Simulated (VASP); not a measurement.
Wanted: the native input for a VASP 6.6.1 run.

| Quantity | Value |
| --- | --- |
| Task | single point |
| Functional | PBE |
| Potentials or basis | VASP PAW PBE potentials, release 64 (In_d, P) |
| Cutoff | 520 eV |
| k mesh | 20 × 20 × 20 |
| Occupations | gaussian, width 0.15 eV |
| Spin | no spin polarisation |
| Dipole correction | no |
| Further INCAR settings | ALGO = Normal; EDIFF = 1e-07; NBANDS = 16 |

The structure of InP lies in POSCAR:

```
InP
1.0
    0.0000000000      2.8185419084      2.8185419084
    2.8185419084      0.0000000000      2.8185419084
    2.8185419084      2.8185419084      0.0000000000
In P
1 1
Direct
    0.0000000000      0.0000000000      0.0000000000
    0.5000000000      0.5000000000      0.5000000000
```

The input as run:

INCAR

```
PREC = Accurate ; ENCUT = 520
EDIFF = 1E-7 ; ISMEAR = 0
SIGMA = 0.15 ; LREAL = F
LASPH = T ; NELM = 60
ALGO = Normal ; ISIF = 2
LWAVE = F ; LCHARG = T
GGA = PE ; LELF = T
LVHAR = T ; NBANDS = 16
```

KPOINTS

```
regular mesh
0
Gamma
  20 20 20
```

Potentials or basis: VASP PAW PBE potentials, release 64 (In_d, P).

Launch:

```console
$ cat potpaw_PBE.64/In_d/POTCAR potpaw_PBE.64/P/POTCAR > POTCAR
$ mpirun -np 1 vasp_std > vasp.out
```

Results of the run:

* Pressure: -3.4 GPa
* Band gap on the k mesh: zero (bands 9 and 10 overlap by 2.45 eV)

Caveat: the cell stands under tension; spin-orbit coupling is left out, which moves the levels of the heavy elements.

Run time: 75 s on 1 thread of Intel(R) Xeon(R) 6975P-C (Granite Rapids), on a shared host, peak memory 0.31 GiB.
